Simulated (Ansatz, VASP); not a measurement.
## Ga3Se in VASP and in Ansatz

Contents of INCAR:

```
SYSTEM = Ga3Se
PREC = Accurate
ENCUT = 600
EDIFF = 1E-7
ISMEAR = 0
SIGMA = 0.1
LREAL = .False.
LASPH = .True.
NELM = 60
ALGO = Normal
ISIF = 3
LWAVE = .False.
LCHARG = .False.
IBRION = 2
NSW = 80
EDIFFG = -0.01
```

KPOINTS

```
regular mesh
0
Gamma
  10 10 10
  0 0 0
```

Contents of POSCAR:

```
Ga3Se
1.0
    4.4324650000      0.0000000000      0.0000000000
    0.0000000000      4.4324650000      0.0000000000
    0.0000000000      0.0000000000      4.4324650000
Ga Se
3 1
Direct
    0.0000000000      0.5000000000      0.5000000000
    0.5000000000      0.0000000000      0.5000000000
    0.5000000000      0.5000000000      0.0000000000
    0.0000000000      0.0000000000      0.0000000000
```

Input for Ansatz:

```yaml
crystal:
  lattice:
    - [4.432465, 0.0, 0.0]
    - [0.0, 4.432465, 0.0]
    - [0.0, 0.0, 4.432465]
  atoms:
    - { symbol: Ga, position: [0.0, 0.5, 0.5] }
    - { symbol: Ga, position: [0.5, 0.0, 0.5] }
    - { symbol: Ga, position: [0.5, 0.5, 0.0] }
    - { symbol: Se, position: [0.0, 0.0, 0.0] }
basis:
  ecutwfc: 420
kpoints:
  mp_grid: { grid: [10, 10, 10] }
hamiltonian:
  xc: lda
scf:
  occupations: { method: gaussian, width: 0.1 }
output:
  forces: true
  stress: true
  eigenvalues: true
relax:
  adjacent_minimum: "off"
  f_tol: 0.01
  max_steps: 60
  cell: { stress_tol: 0.05 }
```

Alike in both runs: task relaxation of cell and atoms; functional LDA; k mesh 10 × 10 × 10; occupations gaussian, width 0.1 eV; no spin polarisation.

```csv
,VASP,Ansatz
version,VASP 6.6.1,Ansatz 0.2.0
potentials or method,"VASP PAW LDA potentials, release 64 (Ga_d, Se), cutoff 600 eV","scalar-relativistic, plane waves, PAW"
valence electrons in the cell,45,55
```

VASP gave:

* gap on the k mesh at the Fermi level, each at its own relaxed structure (eV): none
* relaxed volume (Å³/atom): 19.26
* relaxed cell length with the largest relative difference (Å): 4.255

Question: Which values does Ansatz return?

Answer: gap on the k mesh at the Fermi level, each at its own relaxed structure (eV): none; relaxed volume (Å³/atom): 19.21; relaxed cell length with the largest relative difference (Å): 4.251.

LDA's correlation is that of Perdew and Zunger in VASP and of Perdew and Wang (1992) in Ansatz. A gap of «none» marks a metal or a gap that the smearing closes. VASP's potentials hold 45 valence electrons a cell and Ansatz's 55, so a difference there can come from the potentials and not from the codes.
